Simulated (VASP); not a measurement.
## Be: single point with PBEsol

Be:

```
Be
1.0
     0.00000    1.36308    1.36308
     1.36308    0.00000    1.36308
     1.36308    1.36308    0.00000
Be
1
Direct
  0.00000 0.00000 0.00000
```

This cell differs from its parent crystal: volume scaled by 0.65.

```
Program                : VASP 6.6.1
Task                   : single point
Functional             : PBEsol
Potentials or basis    : VASP PAW PBE potentials, release 64 (Be)
Cutoff                 : 520 eV
k mesh                 : 23 × 23 × 23
Occupations            : fermi-dirac, width 0.05 eV
Spin                   : no spin polarisation
Dipole correction      : no
Further INCAR settings : ALGO = Normal; EDIFF = 1e-07; NBANDS = 7
```

| Item | Value |
| --- | --- |
| Pressure | 109.9 GPa |
| Band gap on the k mesh | zero (band 1 reaches 12.69 eV, above the bottom of band 2 at 11.80 eV) |

Levels at points of the mesh, in eV from the Fermi level:
```csv
k point,band 1,band 2,band 3,band 4,band 5,band 6
"(0.00, 0.00, 0.00)",-14.37,27.56,27.56,27.56,38.64,38.64
```

Wall time 8.1 s on 1 thread of AMD EPYC 7R13 Processor (Zen 3), with other jobs on the host, peak memory 0.08 GiB.

Caveat: the PAW data sets were made with another functional, which shifts forces and pressure a little.
